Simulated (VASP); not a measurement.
# Ca2Si (Immm) in VASP: notebook, part 3 of 3

VASP 6.6.1. Earlier steps stand in the parts before.

## Step 5: Single point, LDA (atoms displaced along a vibrational mode, the cell strained)

INCAR

```
SYSTEM = Ca2Si
ALGO = Normal
EDIFF = 1E-6
ENCUT = 520
GGA = CA
ISIF = 2
ISMEAR = 0
LASPH = .TRUE.
LCHARG = .FALSE.
LREAL = .FALSE.
LWAVE = .FALSE.
NBANDS = 19
NELM = 100
PREC = Accurate
SIGMA = 0.05
```

KPOINTS

```
k-points
0
G
  8 8 8
  0 0 0
```

POSCAR

```
Ca2Si
1.0
    0.0000000000      3.4199606202      3.6652565209
    3.4199606202      0.0000000000      3.6652565209
    3.4199606202      3.4199606202      0.0000000000
Ca Si
2 1
Direct
    0.7422466805      0.7422466805      0.7577533195
    0.2577533195      0.2577533195      0.2422466805
    0.0000000000      0.0000000000      0.0000000000
```

Potentials or basis: VASP PAW LDA potentials, release 64 (Ca_sv, Si).

Launch:

```console
$ cat potpaw_LDA.64/Ca_sv/POTCAR potpaw_LDA.64/Si/POTCAR > POTCAR
$ mpirun -np 1 vasp_std > vasp.out
```

OUTCAR:

```text
SYSTEM = Ca2Si
   EDIFF = 1E-6
   ENCUT = 520
   GGA = CA
   ISIF = 2
   ISMEAR = 0
   LASPH = .TRUE.
   LREAL = .FALSE.
   NELM = 100
   PREC = Accurate

 ion  position               nearest neighbor table
   1  0.742  0.742  0.758-   3 3.00   3 3.00   3 3.07   3 3.07
   2  0.258  0.258  0.242-   3 3.00   3 3.00   3 3.07   3 3.07
   3  0.000  0.000  0.000-   1 3.00   1 3.00   2 3.00   2 3.00   2 3.07   2 3.07   1 3.07   1 3.07

  LATTYP: Found a body centered tetragonal cell.
 ALAT       =     4.8365546919
 C/A-ratio  =     1.5156477097

  Lattice vectors:

 A1 = (  -3.4199606202,   0.0000000000,   3.6652565209)
 A2 = (   3.4199606202,   0.0000000000,   3.6652565209)
 A3 = (   0.0000000000,   3.4199606202,  -3.6652565209)

Analysis of symmetry for initial positions (statically):
=====================================================================
 Subroutine PRICEL returns:
 Original cell was already a primitive cell.

 Routine SETGRP: Setting up the symmetry group for a
 body centered tetragonal supercell.

[... 162 lines left out ...]
  ---------------------------------------------------
  ext. energy  EPLUGINS =         0.00000000
  ---------------------------------------------------
  free energy    TOTEN  =       -11.76120287 eV

  energy without entropy =      -11.76106662  energy(sigma->0) =      -11.76113474

 E-fermi :   2.7919     XC(G=0):  -8.9010

 val. band max:        2.7590550641   @ k =   0.5000   0.5000   0.0000
 cond. band min:       2.8071516595   @ k =   0.5000   0.5000   0.0000
 fundamental gap:      0.0480965954
 Fermi energy:         2.7919223187

 k-point     1 :       0.0000    0.0000    0.0000
  band No.  band energies     occupation
      1     -37.5024      2.00000
      2     -37.4342      2.00000
      3     -18.9461      2.00000
      4     -18.9382      2.00000
      5     -18.8105      2.00000
      6     -18.7180      2.00000
[... 505 lines left out ...]
      6     -18.7094      2.00000
[... 11 lines left out ...]
     18       7.0170      0.00000
     19       7.2638      0.00000

 [... further k-points ...]
[... 5 lines left out ...]
  --------------------------------------------------------------------------------------
  -------------------------------------------------------------------------------------
  Total        0.9404543      0.9404543     -1.6473813     -0.2657213      0.0000000      0.0000000
  in kB       17.5740444     17.5740444    -30.7842179     -4.9654694      0.0000000      0.0000000
  external PRESSURE =       1.4546236 kB  Pullay stress =       0.0000000 kB

 VOLUME and BASIS-vectors are now :
 -----------------------------------------------------------------------------
  energy-cutoff  :      520.00
  volume of cell :       85.74
      direct lattice vectors                 reciprocal lattice vectors
     0.000000000  3.419960620  3.665256521    -0.146200514  0.146200514  0.136416100
     3.419960620  0.000000000  3.665256521     0.146200514 -0.146200514  0.136416100
     3.419960620  3.419960620  0.000000000     0.146200514  0.146200514 -0.136416100

 POSITION                                       TOTAL-FORCE (eV/Angst)
 -----------------------------------------------------------------------------------
      5.12994      5.12994      5.44105         0.000000      0.000000      0.240990
      1.70998      1.70998      1.88946        -0.000000     -0.000000     -0.240990
      0.00000      0.00000      0.00000        -0.000000      0.000000      0.000000
 -----------------------------------------------------------------------------------
    total drift:                                0.000000      0.000000     -0.000000

  FREE ENERGIE OF THE ION-ELECTRON SYSTEM (eV)
  ---------------------------------------------------
  free  energy   TOTEN  =       -11.7612028652 eV

  energy  without entropy=      -11.7610666181  energy(sigma->0) =      -11.76113474
```

stdout:

```text
POSCAR found type information on POSCAR CaSi
 POSCAR found :  2 types and       3 ions
 scaLAPACK will be used
 LDA part: xc-table for (Slater(with rela. corr.)+CA(PZ))
 , standard interpolation
 POSCAR, INCAR and KPOINTS ok, starting setup
 FFT: planning ... GRIDC
 FFT: planning ... GRID_SOFT
 FFT: planning ... GRID
 WAVECAR not read
 entering main loop
```

Wall time 84 s (1 thread of Intel Xeon 6975P-C (Granite Rapids), shared host); peak memory 0.29 GiB.

Results:

| Property | Result |
| --- | --- |
| Free energy | -11.7612 eV |
| Pressure | 0.1 GPa |
| Largest force | 0.241 eV/Å |
| Band gap on the k mesh | 0.05 eV |

Forces in eV/Å, atoms in the order of the input:
```
Ca   0.000  0.000  0.241
Ca   0.000  0.000 -0.241
Si   0.000  0.000  0.000
```

Levels at points of the mesh, in eV from the valence-band top:
| k point | band 8 | band 9 | band 10 | band 11 | band 12 | band 13 | band 14 | band 15 | band 16 | band 17 |
| --- | --- | --- | --- | --- | --- | --- | --- | --- | --- | --- |
| (0.00, 0.00, 0.00) | -21.46 | -6.96 | -0.93 | -0.73 | -0.64 | 1.26 | 1.48 | 1.79 | 4.53 | 4.87 |
| (0.50, 0.00, 0.00) | -21.50 | -6.17 | -2.26 | -0.47 | -0.21 | 1.83 | 2.31 | 2.57 | 2.69 | 3.17 |
| (0.00, 0.00, 0.50) | -21.51 | -6.19 | -2.24 | -0.58 | -0.25 | 2.00 | 2.17 | 2.53 | 2.78 | 3.34 |
| (0.50, 0.50, 0.00) | -21.42 | -5.99 | -2.51 | -0.08 | 0.00 | 0.05 | 1.62 | 2.10 | 3.50 | 3.53 |
| (0.50, 0.00, 0.50) | -21.42 | -5.93 | -2.21 | -0.38 | -0.28 | 0.22 | 1.23 | 2.32 | 3.39 | 3.84 |

Caveat: the cell differs from its parent crystal (atoms displaced along a vibrational mode, the cell strained); semilocal functionals underestimate gaps, and a narrow one can read as zero. A k mesh can miss the band edges.

## Step 6: The runs side by side

| cell | gap on the mesh (eV) | pressure (GPa) | largest force (eV/Å) |
| --- | --- | --- | --- |
| a = 4.872, b = 4.872, c = 5.126 Å, angles 58.3, 58.3, 63.5°, 3 atoms, atomic positions A | 0.09 | 0.1 | 0.41 |
| a = 4.872, b = 4.872, c = 5.126 Å, angles 58.3, 58.3, 63.5°, 3 atoms, atomic positions B | 0.08 | 0.2 | 0.82 |
| a = 4.897, b = 4.897, c = 5.068 Å, angles 58.8, 58.8, 62.3°, 3 atoms, atomic positions A | 0.19 | 0.1 | 0.38 |
| a = 5.013, b = 5.013, c = 4.837 Å, angles 61.2, 61.2, 57.7°, 3 atoms, atomic positions A | 0.05 | 0.1 | 0.24 |

Alike in all rows: task single point; level LDA; potentials or basis VASP PAW LDA potentials, release 64 (Ca_sv, Si); no spin polarisation; k mesh 8 × 8 × 8; cutoff (eV) 520; smearing gaussian 0.05 eV.

Caveats: semilocal functionals underestimate gaps, and a narrow one can read as zero; the stress differs along the axes, from -2 to 5 GPa (at least some runs).

Total energies depend on the potentials used, so only differences within one code and one set of settings carry meaning.
